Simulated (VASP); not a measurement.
Here is a VASP 6.6.1 calculation.

Contents of INCAR:

```
  ALGO = Normal
  EDIFF = 1E-6
  ENCUT = 520
  GGA = PE
  ISIF = 2
  ISMEAR = -1
  LASPH = True
  LCHARG = False
  LREAL = False
  LWAVE = False
  NBANDS = 8
  NELM = 60
  PREC = Accurate
  SIGMA = 0.03
```

KPOINTS

```
k-points
0
Gamma
  16 16 16
```

File POSCAR:

```
C
1.0
   -1.1840705558      1.1840705558      1.1840705558
    1.1840705558     -1.1840705558      1.1840705558
    1.1840705558      1.1840705558     -1.1840705558
C
1
Direct
    0.0000000000      0.0000000000      0.0000000000
```

Potentials or basis: VASP PAW PBE potentials, release 64 (C).

Launch:

```console
$ cat potpaw_PBE.64/C/POTCAR > POTCAR
$ mpirun -np 1 vasp_std > vasp.out
```

**Question.** What does it give for the pressure?

**Answer.** 0.1 GPa.

**Question.** What does it give for the band gap on the k mesh?

**Answer.** Zero (band 2 reaches 17.71 eV, above the bottom of band 3 at 3.66 eV).
